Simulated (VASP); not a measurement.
# WS2 (P6_3/mmc) in VASP: single point with PBE

Aim: the single point of WS2 with PBE.

All numbers are computed with VASP 6.6.1; they aren't measurements. Logs are shortened: lines on timing, memory, paths and dates and some standing lists are left out, and cuts for length are marked.

## 1. The cell of the first run

The structure is hexagonal, space group P6_3/mmc (No. 194). Conventional cell: a = 3.180 Å, b = 3.180 Å, c = 12.500 Å, α = 90.00°, β = 90.00°, γ = 120.00°. Within 3.2 Å of W (site symmetry -6m2) lie 6 S at 2.45 Å and 6 W at 3.18 Å. S (site symmetry 3m) has 3 W at 2.45 Å and 6 S at 3.18 Å within 3.2 Å.

## 2. Single point, PBE

INCAR reads:

```
PREC = Accurate
ENCUT = 520
EDIFF = 1E-6
ISMEAR = -1
SIGMA = 0.05
LREAL = False
LASPH = True
NELM = 80
ALGO = Normal
ISIF = 2
LWAVE = False
LCHARG = False
GGA = PE
NBANDS = 35
```

KPOINTS reads:

```
regular mesh
0
Gamma
  10 10 3
```

POSCAR reads:

```
WS2
1.0
    3.1799996605      0.0000000000      0.0000000000
   -1.5899998303      2.7539604900      0.0000000000
    0.0000000000      0.0000000000     12.5000000000
W S
2 4
Direct
    0.3333333333      0.6666666667      0.2500000000
    0.6666666667      0.3333333333      0.7500000000
    0.3333333333      0.6666666667      0.6200000000
    0.6666666667      0.3333333333      0.1200000000
    0.3333333333      0.6666666667      0.8800000000
    0.6666666667      0.3333333333      0.3800000000
```

Potentials or basis: VASP PAW PBE potentials, release 64 (W_sv, S).

Run with:

```sh
cat potpaw_PBE.64/W_sv/POTCAR potpaw_PBE.64/S/POTCAR > POTCAR
mpirun -np 1 vasp_std > vasp.out
```

OUTCAR:

```text
PREC = Accurate
   ENCUT = 520
   EDIFF = 1E-6
   ISMEAR = -1
   LREAL = False
   LASPH = True
   NELM = 80
   ISIF = 2
   GGA = PE

 ion  position               nearest neighbor table
   1  0.333  0.667  0.250-   4 2.45   6 2.45   4 2.45   6 2.45   4 2.45   6 2.45
   2  0.667  0.333  0.750-   3 2.45   5 2.45   3 2.45   5 2.45   3 2.45   5 2.45
   3  0.333  0.667  0.620-   2 2.45   2 2.45   2 2.45
   4  0.667  0.333  0.120-   1 2.45   1 2.45   1 2.45
   5  0.333  0.667  0.880-   2 2.45   2 2.45   2 2.45
   6  0.667  0.333  0.380-   1 2.45   1 2.45   1 2.45

  LATTYP: Found a hexagonal cell.
 ALAT       =     3.1799996605
 C/A-ratio  =     3.9308180297

  Lattice vectors:

 A1 = (   3.1799996605,   0.0000000000,   0.0000000000)
 A2 = (  -1.5899998303,   2.7539604900,   0.0000000000)
 A3 = (   0.0000000000,   0.0000000000,  12.5000000000)

Analysis of symmetry for initial positions (statically):
=====================================================================
 Subroutine PRICEL returns:
 Original cell was already a primitive cell.

 Routine SETGRP: Setting up the symmetry group for a
 hexagonal supercell.

 Subroutine GETGRP returns: Found 24 space group operations
 (whereof 12 operations were pure point group operations)
 out of a pool of 24 trial point group operations.

The static configuration has the point symmetry D_3d.
 The point group associated with its full space group is D_6h.

Analysis of symmetry for dynamics (positions and initial velocities):
=====================================================================
 Subroutine PRICEL returns:
 Original cell was already a primitive cell.

 Routine SETGRP: Setting up the symmetry group for a
 hexagonal supercell.

 Subroutine GETGRP returns: Found 24 space group operations
 (whereof 12 operations were pure point group operations)
 out of a pool of 24 trial point group operations.

The dynamic configuration has the point symmetry D_3d.
 The point group associated with its full space group is D_6h.

 Subroutine INISYM returns: Found 24 space group operations
 (whereof 12 operations are pure point group operations),
 and found     1 'primitive' translations

----------------------------------------------------------------------------------------

                                     Primitive cell

  volume of cell :     109.4699

  direct lattice vectors                    reciprocal lattice vectors
     3.179999661  0.000000000  0.000000000     0.314465442  0.181556708  0.000000000
    -1.589999830  2.753960490  0.000000000     0.000000000  0.363113416  0.000000000
     0.000000000  0.000000000 12.500000000     0.000000000  0.000000000  0.080000000

  length of vectors
     3.179999661  3.179999661 12.500000000     0.363113416  0.363113416  0.080000000

  position of ions in fractional coordinates (direct lattice)
     0.333333333  0.666666667  0.250000000
     0.666666667  0.333333333  0.750000000
     0.333333333  0.666666667  0.620000000
     0.666666667  0.333333333  0.120000000
     0.333333333  0.666666667  0.880000000
     0.666666667  0.333333333  0.380000000

  ion indices of the primitive-cell ions
   primitive index   ion index
                 1           1
                 2           2
                 3           3
                 4           4
                 5           5
                 6           6

----------------------------------------------------------------------------------------

 KPOINTS: regular mesh

Automatic generation of k-mesh.
 Grid dimensions read from file:
 generate k-points for:   10   10    3

 Generating k-lattice:

  Cartesian coordinates                     Fractional coordinates (reciprocal lattice)
     0.031446544  0.018155671  0.000000000     0.100000000  0.000000000  0.000000000
     0.000000000  0.036311342  0.000000000     0.000000000  0.100000000  0.000000000
     0.000000000  0.000000000  0.026666667     0.000000000  0.000000000  0.333333333

  Length of vectors
     0.036311342  0.036311342  0.026666667

  Shift w.r.t. Gamma in fractional coordinates (k-lattice)
     0.000000000  0.000000000  0.000000000

 Subroutine IBZKPT returns following result:
 ===========================================

 Found     28 irreducible k-points:

 Following reciprocal coordinates:
            Coordinates               Weight
  0.000000  0.000000  0.000000      1.000000
  0.100000 -0.000000  0.000000      6.000000
  0.200000 -0.000000  0.000000      6.000000
  0.300000  0.000000  0.000000      6.000000
  0.400000  0.000000  0.000000      6.000000
  0.500000  0.000000  0.000000      3.000000
[... 16 lines left out ...]
  0.300000  0.100000  0.333333     24.000000
  0.400000  0.100000  0.333333     24.000000
 [... further k-points ...]
   k-points           NKPTS =     28   k-points in BZ     NKDIM =     28   number of bands    NBANDS=     35
   number of dos      NEDOS =    301   number of ions     NIONS =      6
   total plane-waves  NPLWV =  55296
   dimension x,y,z NGX =    24 NGY =   24 NGZ =   96
   dimension x,y,z NGXF=    48 NGYF=   48 NGZF=  192
   ions per type =               2   4
   NGX,Y,Z   is equivalent  to a cutoff of  12.55, 12.55, 12.77 a.u.
   NGXF,Y,Z  is equivalent  to a cutoff of  25.09, 25.09, 25.54 a.u.
 SYSTEM =  unknown system
   PREC   = accura    normal or accurate (medium, high low for compatibility)
   ISTART =      0    job   : 0-new  1-cont  2-samecut
   ICHARG =      2    charge: 1-file 2-atom 10-const
   ISPIN  =      1    spin polarized calculation?
   LNONCOLLINEAR =      F non collinear calculations
   LSORBIT =      F    spin-orbit coupling
   LASPH  =      T    aspherical Exc in radial PAW
   ENCUT  =  520.0 eV  38.22 Ry    6.18 a.u.   5.91  5.91 23.24*2*pi/ulx,y,z
   NELM   =     80;   NELMIN=  2; NELMDL= -5     # of ELM steps
   EDIFF  = 0.1E-05   stopping-criterion for ELM
   LREAL  =      F    real-space projection
   EDIFFG = 0.1E-04   stopping-criterion for IOM
   NSW    =      0    number of steps for IOM
   IBRION =     -1    ionic relax: 0-MD 1-quasi-New 2-CG
   NFREE  =      0    steps in history (QN), initial steepest desc. (CG)
   ISIF   =      2    stress and relaxation
   ISYM   =      2    0-nonsym 1-usesym 2-fastsym
   POTIM  = 0.5000    time-step for ionic-motion
   TEBEG  =    0.0;   TEEND  =   0.0 temperature during run
   PSTRESS=    0.0 pullay stress
   NELECT =      52.0000    total number of electrons
   NUPDOWN=      -1.0000    fix difference up-down
   EMIN   =  10.00;   EMAX   =-10.00  energy-range for DOS
   EFERMI =   0.00;   METHOD = LEGACY
   ISMEAR =    -1;   SIGMA  =   0.05  broadening in eV -4-tet -1-fermi 0-gaus
   EFERMI_NEDOS =   21; number of points for ismear=-14 and -15
   IALGO  =     38    algorithm
   IMIX   =      4    mixing-type and parameters
     AMIX     =   0.40;   BMIX     =  1.00
     AMIX_MAG =   1.60;   BMIX_MAG =  1.00
  volume/ion in A,a.u.               =      18.24       123.12
  Fermi-wavevector in a.u.,A,eV,Ry     =   1.277353  2.413848 22.199692  1.631631
  Thomas-Fermi vector in A             =   2.409958
   LORBIT       =      0    0 simple, 1 ext, 2 COOP (PROOUT), +10 PAW based schemes
   GGA     = PE    functional components
   LHFCALC =     F    Hartree Fock is set to
   AEXX    =    0.0000 exact exchange contribution
   IVDW    =     0    specifies the selected vdW correction
   LEPSILON=     F    determine dielectric tensor
   LRPA    =     F    only Hartree local field effects (RPA)
 non-spin polarized calculation
  energy-cutoff  :      520.00
  volume of cell :      109.47
 maximum number of plane-waves:      2976
 NGX is ok and might be reduce to    24
   NGX = 11   NGY = 11   NGZ = 47

 number of electron      52.0000006 magnetization

 Free energy of the ion-electron system (eV)
  ---------------------------------------------------
  ext. energy  EPLUGINS =         0.00000000
  ---------------------------------------------------
  free energy    TOTEN  =       -47.16183756 eV

  energy without entropy =      -47.16183696  energy(sigma->0) =      -47.16183726

 E-fermi :   7.4444     XC(G=0): -10.8542

 val. band max:        6.9582505692   @ k =   0.0000   0.0000   0.0000
 cond. band min:       8.0429214026   @ k =   0.2000   0.2000   0.0000
 fundamental gap:      1.0846708334
 Fermi energy:         7.4443534881

 k-point     1 :       0.0000    0.0000    0.0000
  band No.  band energies     occupation
      1     -67.5694      2.00000
      2     -67.5694      2.00000
      3     -31.7822      2.00000
      4     -31.7822      2.00000
      5     -31.6183      2.00000
      6     -31.6183      2.00000
[... 27 lines left out ...]
     34       9.4588      0.00000
     35      11.7672      0.00000

 k-point     2 :       0.1000   -0.0000    0.0000
  band No.  band energies     occupation
      1     -67.5678      2.00000
      2     -67.5678      2.00000
      3     -31.7767      2.00000
      4     -31.7767      2.00000
      5     -31.6498      2.00000
      6     -31.6498      2.00000
[... 27 lines left out ...]
     34       9.6761      0.00000
     35      12.4698      0.00000

 k-point     3 :       0.2000   -0.0000    0.0000
  band No.  band energies     occupation
      1     -67.5637      2.00000
      2     -67.5637      2.00000
      3     -31.7622      2.00000
      4     -31.7622      2.00000
      5     -31.7314      2.00000
      6     -31.7314      2.00000
[... 27 lines left out ...]
     34      10.2826      0.00000
     35      13.4660      0.00000
[... 723 lines left out ...]
 k-point    23 :       0.3000    0.1000    0.3333
  band No.  band energies     occupation
      1     -67.5558      2.00000
      2     -67.5558      2.00000
      3     -31.8724      2.00000
      4     -31.8724      2.00000
      5     -31.7341      2.00000
      6     -31.7341      2.00000
[... 27 lines left out ...]
     34      11.1139      0.00000
     35      12.8610      0.00000

 k-point    24 :       0.4000    0.1000    0.3333
  band No.  band energies     occupation
      1     -67.5529      2.00000
      2     -67.5529      2.00000
      3     -31.9234      2.00000
      4     -31.9234      2.00000
      5     -31.7240      2.00000
      6     -31.7240      2.00000
[... 27 lines left out ...]
     34      11.0016      0.00000
     35      11.9843      0.00000

 [... further k-points ...]

------------------------ aborting loop because EDIFF is reached ----------------------------------------

  FORCE on cell =-STRESS in cart. coord.  units (eV):
  Direction    XX          YY          ZZ          XY          YZ          ZX
  --------------------------------------------------------------------------------------
  -------------------------------------------------------------------------------------
  Total       -1.4258563     -1.4258563     -4.7788488      0.0000000      0.0000000      0.0000000
  in kB      -20.8685157    -20.8685157    -69.9421661      0.0000000      0.0000000      0.0000000
  external PRESSURE =     -37.2263991 kB  Pullay stress =       0.0000000 kB

 VOLUME and BASIS-vectors are now :
 -----------------------------------------------------------------------------
  energy-cutoff  :      520.00
  volume of cell :      109.47
      direct lattice vectors                 reciprocal lattice vectors
     3.179999661  0.000000000  0.000000000     0.314465442  0.181556708  0.000000000
    -1.589999830  2.753960490  0.000000000     0.000000000  0.363113416  0.000000000
     0.000000000  0.000000000 12.500000000     0.000000000  0.000000000  0.080000000

 POSITION                                       TOTAL-FORCE (eV/Angst)
 -----------------------------------------------------------------------------------
     -0.00000      1.83597      3.12500         0.000000     -0.000000      0.000000
      1.59000      0.91799      9.37500        -0.000000     -0.000000      0.000000
     -0.00000      1.83597      7.75000         0.000000      0.000000      1.055033
      1.59000      0.91799      1.50000        -0.000000     -0.000000      1.055033
     -0.00000      1.83597     11.00000        -0.000000      0.000000     -1.055033
      1.59000      0.91799      4.75000        -0.000000     -0.000000     -1.055033
 -----------------------------------------------------------------------------------
    total drift:                               -0.000000      0.000000     -0.000000

  FREE ENERGIE OF THE ION-ELECTRON SYSTEM (eV)
  ---------------------------------------------------
  free  energy   TOTEN  =       -47.1618375597 eV

  energy  without entropy=      -47.1618369647  energy(sigma->0) =      -47.16183726
```

Wall time 2.3 min (1 thread of AMD EPYC 7R13 (Zen 3), shared host); peak memory 0.23 GiB.

Results:

```yaml
Free_energy: -47.1618 eV
Pressure: -3.7 GPa
Largest_force: 1.055 eV/Å
Band_gap_on_the_k_mesh: 1.08 eV, indirect (least direct gap 2.12 eV)
```

Forces in eV/Å, atoms in the order of the input:
```
W    0.000  0.000  0.000
W    0.000  0.000  0.000
S    0.000  0.000  1.055
S    0.000  0.000  1.055
S    0.000  0.000 -1.055
S    0.000  0.000 -1.055
```

Stress tensor (GPa, compression positive):
```
-2.09  0.00  0.00
 0.00 -2.09  0.00
 0.00  0.00 -6.99
```

Levels at points of the mesh, in eV from the valence-band top:
```
           k point  band 23  band 24  band 25  band 26  band 27  band 28  band 29  band 30
(0.00, 0.00, 0.00)    -1.79    -1.41    -1.13     0.00     2.32     2.32     2.40     2.40
(0.50, 0.00, 0.00)    -1.68    -1.50    -1.46    -1.33     2.45     2.49     2.61     2.96
```

Caveat: spin-orbit coupling is left out, which moves the levels of the heavy elements; this functional lacks dispersion, which binds the layers, so the pressure and a relaxed spacing across them are unreliable; forces of over 1 eV/Å act on the atoms, so gaps and moduli don't describe the material at rest. A k mesh can miss the band edges.
